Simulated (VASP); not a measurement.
Input of a VASP 6.6.1 run:

INCAR

```
PREC = Accurate
ENCUT = 520
EDIFF = 1E-7
ISMEAR = 0
SIGMA = 0.1
LREAL = F
LASPH = T
NELM = 60
ALGO = Normal
ISIF = 2
LWAVE = F
LCHARG = T
GGA = PS
LELF = T
LVHAR = T
NBANDS = 13
```

The input KPOINTS:

```
regular mesh
0
Gamma
  18 18 18
```

POSCAR

```
Mo
1.0
   -1.5646534274      1.5646534274      1.5646534274
    1.5646534274     -1.5646534274      1.5646534274
    1.5646534274      1.5646534274     -1.5646534274
Mo
1
Direct
    0.0000000000      0.0000000000      0.0000000000
```

Potentials or basis: VASP PAW PBE potentials, release 64 (Mo_sv).

The run is started by

```bash
$ cat potpaw_PBE.64/Mo_sv/POTCAR > POTCAR
$ mpirun -np 1 vasp_std > vasp.out
```

(1) Predict the band gap on the k mesh.

(2) What does it give for the pressure?

Results:

(1) zero (band 7 reaches 16.92 eV, above the bottom of band 8 at 11.38 eV).

(2) 0.6 GPa.

Caveat: the PAW data sets were made with another functional, which shifts forces and pressure a little.
